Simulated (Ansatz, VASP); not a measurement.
Sr in VASP and in Ansatz

Contents of INCAR:

```
PREC = Accurate ; ENCUT = 520
EDIFF = 1E-7 ; ISMEAR = -1
SIGMA = 0.05 ; LREAL = False
LASPH = True ; NELM = 80
ALGO = Normal ; ISIF = 2
LWAVE = False ; LCHARG = False
GGA = PE ; NBANDS = 11
```

File KPOINTS:

```
regular mesh
0
Gamma
  11 11 10
```

File POSCAR:

```
Sr
1.0
    4.0806100669      0.0000000000      0.0000000000
   -2.0403050334      3.5339119808      0.0000000000
    0.0000000000      0.0000000000      3.8143880954
Sr
1
Direct
    0.0000000000      0.0000000000      0.0000000000
```

Input for Ansatz:

```yaml
crystal:
  lattice:
    - [4.0806100669, 0.0, 0.0]
    - [-2.0403050334, 3.5339119808, 0.0]
    - [0.0, 0.0, 3.8143880954]
  atoms:
    - { symbol: Sr, position: [0.0, 0.0, 0.0] }
kpoints:
  mp_grid: { grid: [11, 11, 10] }
  band_path:
    path:
      - [0.0, 0.0, 0.0]
      - [0.5, 0.0, 0.0]
      - [0.3333333333, 0.3333333333, 0.0]
      - [0.0, 0.0, 0.0]
      - [0.0, 0.0, 0.5]
      - [0.5, 0.0, 0.5]
      - [0.3333333333, 0.3333333333, 0.5]
      - [0.0, 0.0, 0.5]
      - [0.5, 0.0, 0.5]
    npoints: 14
scf:
  occupations: { method: fermi_dirac, width: 0.05 }
hamiltonian:
  xc: pbe
  pseudopotentials: { kind: all_electron, lapw: { basis_error: 0.001 } }
output:
  forces: true
  stress: true
  eigenvalues: true
  populations: true
  dos: { projected: true, de: 0.2, e_range: [-14, 8] }
```

Alike in both runs: task single point; functional PBE; k mesh 11 × 11 × 10; occupations fermi-dirac, width 0.05 eV; no spin polarisation.

|  | VASP | Ansatz |
| --- | --- | --- |
| version | VASP 6.6.1 | Ansatz 0.2.0 |
| potentials or method | VASP PAW PBE potentials, release 64 (Sr_sv), cutoff 520 eV | all-electron LAPW, scalar-relativistic |

|  | VASP | Ansatz | Ansatz less VASP |
| --- | --- | --- | --- |
| pressure (GPa) | 0.0 | 0.0 | 0.00 |

Ansatz ran all-electron here, and VASP with PAW potentials.
